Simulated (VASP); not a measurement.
# CdSe (F-43m) in VASP: further runs

CdSe is run at these levels: HSE06, B3LYP, PBE0; tasks: single point, relaxation of cell and atoms.

All numbers are computed with VASP 6.6.1; they aren't measurements. Logs are shortened: lines on timing, memory, paths and dates and some standing lists are left out, and cuts for length are marked.

### 1 The cell of the first run

Symmetry: F-43m, No. 216, cubic system. Conventional cell: a = 6.141 Å, b = 6.141 Å, c = 6.141 Å, α = 90.00°, β = 90.00°, γ = 90.00°. Within 3.5 Å of Cd (site symmetry -43m) lie 4 Se at 2.66 Å. Within 3.5 Å of Se (site symmetry -43m) lie 4 Cd at 2.66 Å.

### 2 Single point, HSE06

File POSCAR:

```
CdSe
1.0
    0.0000000000      3.0702712000      3.0702712000
    3.0702712000      0.0000000000      3.0702712000
    3.0702712000      3.0702712000      0.0000000000
Cd Se
1 1
Direct
    0.0000000000      0.0000000000      0.0000000000
    0.7500000000      0.7500000000      0.7500000000
```

File INCAR.step1:

```
PREC     = Accurate       # precision mode
ENCUT    = 400            # plane-wave cutoff, eV
EDIFF    = 1E-5           # SCF threshold, eV
ISMEAR   = 0              # smearing method
SIGMA    = 0.02           # smearing width, eV
LREAL    = F              # projectors in reciprocal space
LASPH    = T              # aspherical terms in the spheres
NELM     = 120            # most SCF steps
ALGO     = Normal         # electronic algorithm
ISIF     = 2              # what is computed and relaxed
LWAVE    = T              # write WAVECAR
LCHARG   = F              # write CHGCAR
GGA      = PE             # functional
NBANDS   = 16             # bands
GGA_COMPAT= F
```

File INCAR.step2:

```
PREC     = Accurate       # precision mode
ENCUT    = 400            # plane-wave cutoff, eV
EDIFF    = 1E-6           # SCF threshold, eV
ISMEAR   = 0              # smearing method
SIGMA    = 0.02           # smearing width, eV
LREAL    = F              # projectors in reciprocal space
LASPH    = T              # aspherical terms in the spheres
NELM     = 120            # most SCF steps
ALGO     = Normal         # electronic algorithm
ISIF     = 2              # what is computed and relaxed
LWAVE    = F              # write WAVECAR
LCHARG   = F              # write CHGCAR
GGA      = PE             # functional
LHFCALC  = T              # exact exchange
HFSCREEN = 0.2079         # screening, 1/A
PRECFOCK = Normal       
ISTART   = 1            
NBANDS   = 16             # bands
GGA_COMPAT= F
```

File KPOINTS:

```
Automatic mesh
0
Gamma
  5 5 5
```

Potentials or basis: VASP PAW PBE potentials, release 64 (Cd, Se).

Launch:

```console
$ cat potpaw_PBE.64/Cd/POTCAR potpaw_PBE.64/Se/POTCAR > POTCAR
$ cp INCAR.step1 INCAR
$ mpirun -np 1 vasp_std > vasp.out
$ cp INCAR.step2 INCAR
$ mpirun -np 1 vasp_std > vasp.out
```

OUTCAR:

```text
PREC = Accurate
   ENCUT = 400
   EDIFF = 1E-6
   ISMEAR = 0
   LREAL = F
   LASPH = T
   NELM = 120
   ISIF = 2
   GGA = PE
   LHFCALC = T
   HFSCREEN = 0.2079
   PRECFOCK = Normal
   ISTART = 1

 ion  position               nearest neighbor table
   1  0.000  0.000  0.000-   2 2.66   2 2.66   2 2.66   2 2.66
   2  0.750  0.750  0.750-   1 2.66   1 2.66   1 2.66   1 2.66

  LATTYP: Found a face centered cubic cell.
 ALAT       =     6.1405424000

  Lattice vectors:

 A1 = (   0.0000000000,   3.0702712000,   3.0702712000)
 A2 = (   3.0702712000,   0.0000000000,   3.0702712000)
 A3 = (   3.0702712000,   3.0702712000,   0.0000000000)

Analysis of symmetry for initial positions (statically):
=====================================================================
 Subroutine PRICEL returns:
 Original cell was already a primitive cell.

 Routine SETGRP: Setting up the symmetry group for a
 face centered cubic supercell.

 Subroutine GETGRP returns: Found 24 space group operations
 (whereof 24 operations were pure point group operations)
 out of a pool of 48 trial point group operations.

The static configuration has the point symmetry T_d .

Analysis of symmetry for dynamics (positions and initial velocities):
=====================================================================
 Subroutine PRICEL returns:
 Original cell was already a primitive cell.

 Routine SETGRP: Setting up the symmetry group for a
 face centered cubic supercell.

 Subroutine GETGRP returns: Found 24 space group operations
 (whereof 24 operations were pure point group operations)
 out of a pool of 48 trial point group operations.

The dynamic configuration has the point symmetry T_d .

 Subroutine INISYM returns: Found 24 space group operations
 (whereof 24 operations are pure point group operations),
 and found     1 'primitive' translations

----------------------------------------------------------------------------------------

                                     Primitive cell

  volume of cell :      57.8842

  direct lattice vectors                    reciprocal lattice vectors
     0.000000000  3.070271200  3.070271200    -0.162852063  0.162852063  0.162852063
     3.070271200  0.000000000  3.070271200     0.162852063 -0.162852063  0.162852063
     3.070271200  3.070271200  0.000000000     0.162852063  0.162852063 -0.162852063

  length of vectors
     4.342019171  4.342019171  4.342019171     0.282068048  0.282068048  0.282068048

  position of ions in fractional coordinates (direct lattice)
     0.000000000  0.000000000  0.000000000
     0.750000000  0.750000000  0.750000000

  ion indices of the primitive-cell ions
   primitive index   ion index
                 1           1
                 2           2

----------------------------------------------------------------------------------------

 KPOINTS: Automatic mesh

Automatic generation of k-mesh.
 Grid dimensions read from file:
 generate k-points for:    5    5    5

 Generating k-lattice:

  Cartesian coordinates                     Fractional coordinates (reciprocal lattice)
    -0.032570413  0.032570413  0.032570413     0.200000000  0.000000000  0.000000000
     0.032570413 -0.032570413  0.032570413     0.000000000  0.200000000  0.000000000
     0.032570413  0.032570413 -0.032570413     0.000000000  0.000000000  0.200000000

  Length of vectors
     0.056413610  0.056413610  0.056413610

  Shift w.r.t. Gamma in fractional coordinates (k-lattice)
     0.000000000  0.000000000  0.000000000

 Subroutine IBZKPT returns following result:
 ===========================================

 Found     10 irreducible k-points:

 Following reciprocal coordinates:
            Coordinates               Weight
  0.000000  0.000000  0.000000      1.000000
  0.200000  0.000000  0.000000      8.000000
  0.400000  0.000000  0.000000      8.000000
  0.200000  0.200000  0.000000      6.000000
  0.400000  0.200000  0.000000     24.000000
 -0.400000  0.200000  0.000000     24.000000
 -0.200000  0.200000  0.000000     12.000000
  0.400000  0.400000  0.000000      6.000000
 -0.400000  0.400000  0.000000     12.000000
 -0.400000  0.400000  0.200000     24.000000
   k-points           NKPTS =     10   k-points in BZ     NKDIM =    125   number of bands    NBANDS=     16
   number of dos      NEDOS =    301   number of ions     NIONS =      2
   total plane-waves  NPLWV =  21952
   dimension x,y,z NGX =    28 NGY =   28 NGZ =   28
   dimension x,y,z NGXF=    56 NGYF=   56 NGZF=   56
   ions per type =               1   1
   NGX,Y,Z   is equivalent  to a cutoff of  10.72, 10.72, 10.72 a.u.
   NGXF,Y,Z  is equivalent  to a cutoff of  21.44, 21.44, 21.44 a.u.
 SYSTEM =  unknown system
   PREC   = accura    normal or accurate (medium, high low for compatibility)
   ISTART =      1    job   : 0-new  1-cont  2-samecut
   ICHARG =      0    charge: 1-file 2-atom 10-const
   ISPIN  =      1    spin polarized calculation?
[... 64 lines left out ...]
 cond. band min:       1.6113462179   @ k =   0.0000   0.0000   0.0000
 fundamental gap:      1.4827128029
 Fermi energy:         0.2257333647

 k-point     1 :       0.0000    0.0000    0.0000
  band No.  band energies     occupation
      1     -13.4046      2.00000
      2      -8.9228      2.00000
      3      -8.9228      2.00000
      4      -8.9228      2.00000
      5      -8.5767      2.00000
      6      -8.5767      2.00000
[... 8 lines left out ...]
     15      12.3034      0.00000
     16      12.3034      0.00000

 k-point     2 :       0.2000    0.0000    0.0000
  band No.  band energies     occupation
      1     -13.2740      2.00000
      2      -8.8868      2.00000
      3      -8.8868      2.00000
      4      -8.7811      2.00000
      5      -8.5767      2.00000
      6      -8.5767      2.00000
[... 8 lines left out ...]
     15      11.2025      0.00000
     16      11.5334      0.00000

 k-point     3 :       0.4000    0.0000    0.0000
  band No.  band energies     occupation
      1     -13.0622      2.00000
      2      -8.8412      2.00000
      3      -8.8412      2.00000
      4      -8.5625      2.00000
      5      -8.5625      2.00000
      6      -8.3749      2.00000
[... 8 lines left out ...]
     15      12.4743      0.00000
     16      12.4743      0.00000

 k-point     4 :       0.2000    0.2000    0.0000
  band No.  band energies     occupation
      1     -13.2313      2.00000
      2      -8.8483      2.00000
      3      -8.8483      2.00000
      4      -8.7950      2.00000
      5      -8.5910      2.00000
      6      -8.5590      2.00000
[... 8 lines left out ...]
     15      12.6645      0.00000
     16      13.6116      0.00000

 k-point     5 :       0.4000    0.2000    0.0000
  band No.  band energies     occupation
      1     -13.0485      2.00000
      2      -8.8136      2.00000
      3      -8.7912      2.00000
      4      -8.6409      2.00000
      5      -8.5478      2.00000
      6      -8.4117      2.00000
[... 8 lines left out ...]
     15      13.3547      0.00000
     16      13.4419      0.00000

 k-point     6 :      -0.4000    0.2000    0.0000
  band No.  band energies     occupation
      1     -12.9795      2.00000
      2      -8.8075      2.00000
      3      -8.7906      2.00000
      4      -8.5878      2.00000
      5      -8.5661      2.00000
      6      -8.1973      2.00000
[... 8 lines left out ...]
     15      12.1994      0.00000
     16      13.3358      0.00000

 k-point     7 :      -0.2000    0.2000    0.0000
  band No.  band energies     occupation
      1     -13.1175      2.00000
      2      -8.8447      2.00000
      3      -8.8299      2.00000
      4      -8.6088      2.00000
      5      -8.5896      2.00000
      6      -8.5035      2.00000
[... 8 lines left out ...]
     15      12.5253      0.00000
     16      13.6511      0.00000

 k-point     8 :       0.4000    0.4000    0.0000
  band No.  band energies     occupation
      1     -12.9549      2.00000
      2      -8.7163      2.00000
      3      -8.7144      2.00000
      4      -8.7144      2.00000
      5      -8.5308      2.00000
      6      -8.2955      2.00000
[... 8 lines left out ...]
     15      13.5053      0.00000
     16      15.2757      0.00000

 k-point     9 :      -0.4000    0.4000    0.0000
  band No.  band energies     occupation
      1     -12.9137      2.00000
      2      -8.7562      2.00000
      3      -8.7127      2.00000
      4      -8.6533      2.00000
      5      -8.5434      2.00000
      6      -8.1192      2.00000
[... 8 lines left out ...]
     15      13.2005      0.00000
     16      15.0105      0.00000

 k-point    10 :      -0.4000    0.4000    0.2000
  band No.  band energies     occupation
      1     -12.9394      2.00000
      2      -8.7673      2.00000
      3      -8.7552      2.00000
      4      -8.6226      2.00000
      5      -8.5595      2.00000
      6      -8.1523      2.00000
[... 8 lines left out ...]
     15      12.9504      0.00000
     16      15.0193      0.00000

------------------------ aborting loop because EDIFF is reached ----------------------------------------

  FORCE on cell =-STRESS in cart. coord.  units (eV):
  Direction    XX          YY          ZZ          XY          YZ          ZX
  --------------------------------------------------------------------------------------
  -------------------------------------------------------------------------------------
  Total       -0.0533689     -0.0533689     -0.0533689      0.0000000     -0.0000000     -0.0000000
  in kB       -1.4771963     -1.4771963     -1.4771963      0.0000000     -0.0000000     -0.0000000
  external PRESSURE =      -1.4771963 kB  Pullay stress =       0.0000000 kB

 VOLUME and BASIS-vectors are now :
 -----------------------------------------------------------------------------
  energy-cutoff  :      400.00
  volume of cell :       57.88
      direct lattice vectors                 reciprocal lattice vectors
     0.000000000  3.070271200  3.070271200    -0.162852063  0.162852063  0.162852063
     3.070271200  0.000000000  3.070271200     0.162852063 -0.162852063  0.162852063
     3.070271200  3.070271200  0.000000000     0.162852063  0.162852063 -0.162852063

 POSITION                                       TOTAL-FORCE (eV/Angst)
 -----------------------------------------------------------------------------------
      0.00000      0.00000      0.00000         0.000000      0.000000      0.000000
      4.60541      4.60541      4.60541        -0.000000     -0.000000     -0.000000
 -----------------------------------------------------------------------------------
    total drift:                               -0.000055     -0.000055     -0.000037

  FREE ENERGIE OF THE ION-ELECTRON SYSTEM (eV)
  ---------------------------------------------------
  free  energy   TOTEN  =        -6.8364578877 eV

  energy  without entropy=       -6.8364578877  energy(sigma->0) =       -6.83645789
```

Wall time 11 min (1 thread of AMD EPYC 9R45 (Zen 5), shared host); peak memory 0.23 GiB.

What came out:

```yaml
Free_energy: -6.8365 eV
Pressure: -0.1 GPa
Band_gap_on_the_k_mesh: 1.48 eV
```

Caveat: the PAW data sets were made with another functional, which shifts forces and pressure a little.

### 3 Single point, B3LYP

This run uses another cell than the first one, of 30.43 Å³/atom.

File POSCAR:

```
CdSe
1.0
    0.0000000000      3.1219150252      3.1219150252
    3.1219150252      0.0000000000      3.1219150252
    3.1219150252      3.1219150252      0.0000000000
Cd Se
1 1
Direct
    0.0000000000      0.0000000000      0.0000000000
    0.2500000000      0.2500000000      0.2500000000
```

File INCAR.step1:

```
SYSTEM = CdSe
PREC = Accurate ; ENCUT = 520
EDIFF = 1E-5 ; ISMEAR = -1
SIGMA = 0.05 ; LREAL = .FALSE.
LASPH = .TRUE. ; NELM = 60
ALGO = Normal ; ISIF = 2
LWAVE = .TRUE. ; LCHARG = .FALSE.
GGA = PE ; NBANDS = 16
```

File INCAR.step2:

```
SYSTEM = CdSe
PREC = Accurate ; ENCUT = 520
EDIFF = 1E-6 ; ISMEAR = -1
SIGMA = 0.05 ; LREAL = .FALSE.
LASPH = .TRUE. ; NELM = 60
ALGO = Normal ; ISIF = 2
LWAVE = .FALSE. ; LCHARG = .FALSE.
GGA = B3 ; LHFCALC = .TRUE.
AEXX = 0.2 ; AGGAX = 0.72
AGGAC = 0.81 ; ALDAC = 0.19
PRECFOCK = Normal ; ISTART = 1
NBANDS = 16
```

File KPOINTS:

```
regular mesh
0
G
  4 4 4
  0 0 0
```

Potentials or basis: VASP PAW PBE potentials, release 64 (Cd, Se).

Launch:

```console
$ cat potpaw_PBE.64/Cd/POTCAR potpaw_PBE.64/Se/POTCAR > POTCAR
$ cp INCAR.step1 INCAR
$ mpirun -np 1 vasp_std > vasp.out
$ cp INCAR.step2 INCAR
$ mpirun -np 1 vasp_std > vasp.out
```

Run time: 20 min. Hardware: 1 thread of Intel Xeon 8259CL, shared host; peak memory 0.22 GiB.

It converged, with:

```
Free energy            : -6.1795 eV
Pressure               : 0.2 GPa
Band gap on the k mesh : 1.65 eV
```

Levels at points of the mesh, in eV from the valence-band top:
```
           k point  band 5  band 6  band 7  band 8  band 9  band 10  band 11  band 12  band 13  band 14
(0.00, 0.00, 0.00)   -8.52   -8.52    0.00    0.00    0.00     1.65     7.32     7.32     7.32    11.06
(0.50, 0.00, 0.00)   -8.50   -8.26   -4.20   -0.69   -0.69     3.57     7.82     7.82     8.67    11.37
(0.50, 0.50, 0.00)   -8.48   -8.19   -3.98   -1.70   -1.70     4.54     5.00    10.32    11.36    11.36
```

Caveat: the k points lie up to 0.44 Å⁻¹ apart; the PAW data sets were made with another functional, which shifts forces and pressure a little.

### 4 Relaxation of cell and atoms, B3LYP

File POSCAR:

```
CdSe
1.0
    0.0000000000      3.0702711986      3.0702711986
    3.0702711986      0.0000000000      3.0702711986
    3.0702711986      3.0702711986      0.0000000000
Cd Se
1 1
Direct
    0.0000000000      0.0000000000      0.0000000000
    0.2500000000      0.2500000000      0.2500000000
```

File INCAR.step1:

```
  PREC = Accurate
  ENCUT = 600
  EDIFF = 1E-5
  ISMEAR = -1
  SIGMA = 0.05
  LREAL = False
  LASPH = True
  NELM = 100
  ALGO = Normal
  LWAVE = True
  LCHARG = False
  GGA = PE
  NBANDS = 16
```

File INCAR.step2:

```
  PREC = Accurate
  ENCUT = 600
  EDIFF = 1E-6
  ISMEAR = -1
  SIGMA = 0.05
  LREAL = False
  LASPH = True
  NELM = 100
  ALGO = Normal
  ISIF = 3
  LWAVE = False
  LCHARG = False
  GGA = B3
  LHFCALC = True
  AEXX = 0.2
  AGGAX = 0.72
  AGGAC = 0.81
  ALDAC = 0.19
  PRECFOCK = Normal
  IBRION = 2
  NSW = 60
  EDIFFG = -0.01
  ISTART = 1
```

File KPOINTS:

```
Automatic mesh
0
Gamma
  4 4 4
```

Launch:

```console
$ cat potpaw_PBE.64/Cd/POTCAR potpaw_PBE.64/Se/POTCAR > POTCAR
$ cp INCAR.step1 INCAR
$ mpirun -np 1 vasp_std > vasp.out
$ cp INCAR.step2 INCAR
$ mpirun -np 1 vasp_std > vasp.out
```

It took 49 min on 1 thread of Intel Xeon 8259CL, shared host; peak memory 0.24 GiB.

The run converged. Its results:

```yaml
Free_energy: -6.1787 eV
Relaxed_volume: 30.53 Å³/atom
Relaxed_cell: a = 4.420 Å, b = 4.420 Å, c = 4.420 Å, α = 60.00°, β = 60.00°, γ = 60.00°
Space_group_after_relaxing_to_0.1_Å: F-43m (No. 216)
Energy_gained_by_relaxing: 12.8 meV/atom
Ionic_steps: 3
Pressure_after_relaxing: 0.0 GPa
Band_gap_on_the_k_mesh: 1.64 eV
```

The path:
| step | energy change (eV) | largest force (eV/Å) | pressure (GPa) | volume (Å³) |
| --- | --- | --- | --- | --- |
| 1 | 0.0000 | 0.0000 | 2.68 | 57.88 |
| 2 | -0.0234 | 0.0000 | -0.69 | 62.03 |
| 3 | -0.0255 | 0.0000 | -0.01 | 61.06 |

Final structure:
```xyz
2
Lattice="0.0000 3.1254 3.1254 3.1254 0.0000 3.1254 3.1254 3.1254 0.0000" Properties=species:S:1:pos:R:3 pbc="T T T"
Cd    0.0000    0.0000    0.0000
Se    1.5627    1.5627    1.5627
```

Levels at points of the mesh, in eV from the valence-band top:
```tsv
k point	band 6	band 7	band 8	band 9	band 10	band 11	band 12	band 13
(0.00, 0.00, 0.00)	-8.52	0.00	0.00	0.00	1.64	7.32	7.32	7.32
(0.50, 0.00, 0.00)	-8.25	-4.18	-0.68	-0.68	3.56	7.82	7.82	8.65
(0.50, 0.50, 0.00)	-8.18	-3.97	-1.69	-1.69	4.54	4.99	10.30	11.33
```

Caveat: the k points lie up to 0.44 Å⁻¹ apart in the final cell; the PAW data sets were made with another functional, which shifts forces and pressure a little.

### 5 Single point, PBE0, non-collinear spin, zero start, spin-orbit coupling

POSCAR is that of step 4.

File INCAR.step1:

```
PREC = Accurate ; ENCUT = 400
EDIFF = 1E-5 ; ISMEAR = -1
SIGMA = 0.05 ; LREAL = False
LASPH = True ; NELM = 200
ALGO = Normal ; ISIF = 2
LWAVE = True ; LCHARG = False
MAGMOM = 0 0 0 0 0 0 ; LORBIT = 11
LSORBIT = True ; GGA_COMPAT = False
LORBMOM = True ; NBANDS = 30
GGA = PE
```

File INCAR.step2:

```
PREC = Accurate ; ENCUT = 400
EDIFF = 1E-6 ; ISMEAR = -1
SIGMA = 0.05 ; LREAL = False
LASPH = True ; NELM = 200
ALGO = Normal ; ISIF = 2
LWAVE = False ; LCHARG = False
MAGMOM = 0 0 0 0 0 0 ; LORBIT = 11
LSORBIT = True ; GGA_COMPAT = False
LORBMOM = True ; GGA = PE
LHFCALC = True ; AEXX = 0.25
PRECFOCK = Normal ; NBANDS = 30
ISTART = 1
```

File KPOINTS:

```
regular mesh
0
Gamma
  4 4 4
```

Launch:

```console
$ cat potpaw_PBE.64/Cd/POTCAR potpaw_PBE.64/Se/POTCAR > POTCAR
$ cp INCAR.step1 INCAR
$ mpirun -np 1 vasp_ncl > vasp.out
$ cp INCAR.step2 INCAR
$ mpirun -np 1 vasp_ncl > vasp.out
```

Wall time 34 min (1 thread of AMD EPYC 7R13 (Zen 3), shared host); peak memory 0.24 GiB.

The run converged. Its results:

- Free energy: -7.4319 eV
- Pressure: -0.2 GPa
- Net moment: 0.00 μB per cell
- Valence electrons inside the program's atomic spheres: Cd 10.30; Se 3.92

Moments on the atoms (μB; x, y, z):
```
Cd  0.00 0.00 0.00
Se  0.00 0.00 0.00
```

Caveat: the k points lie up to 0.44 Å⁻¹ apart; the PAW data sets were made with another functional, which shifts forces and pressure a little.

### 6 The runs side by side

| task | level | spin | cell | k mesh | cutoff (eV) | smearing | share of exact exchange | screening parameter | gap on the mesh (eV) | pressure (GPa) |
| --- | --- | --- | --- | --- | --- | --- | --- | --- | --- | --- |
| single point | HSE06 | off | a = 4.342 Å, angles 60.0°, 2 atoms | 5 × 5 × 5 | 400 | gaussian 0.02 eV | 0.25 | 0.2079 1/Å | 1.48 | -0.1 |
| single point | B3LYP | off | a = 4.415 Å, angles 60.0°, 2 atoms | 4 × 4 × 4 | 520 | fermi-dirac 0.05 eV | 0.2 | - | 1.65 | 0.2 |
| relaxation of cell and atoms | B3LYP | off | relaxed from a = 4.342 Å, angles 60.0°, 2 atoms | 4 × 4 × 4 | 600 | fermi-dirac 0.05 eV | 0.2 | - | 1.64 | 0.0 |
| single point | PBE0 | non-collinear, zero start, SOC | a = 4.342 Å, angles 60.0°, 2 atoms | 4 × 4 × 4 | 400 | fermi-dirac 0.05 eV | 0.25 | - | - | -0.2 |

Alike in all rows: potentials or basis VASP PAW PBE potentials, release 64 (Cd, Se).

Caveats: some runs use coarse meshes; the PAW data sets were made with another functional, which shifts forces and pressure a little.

Absolute energies hang on the potentials; compare differences alone.
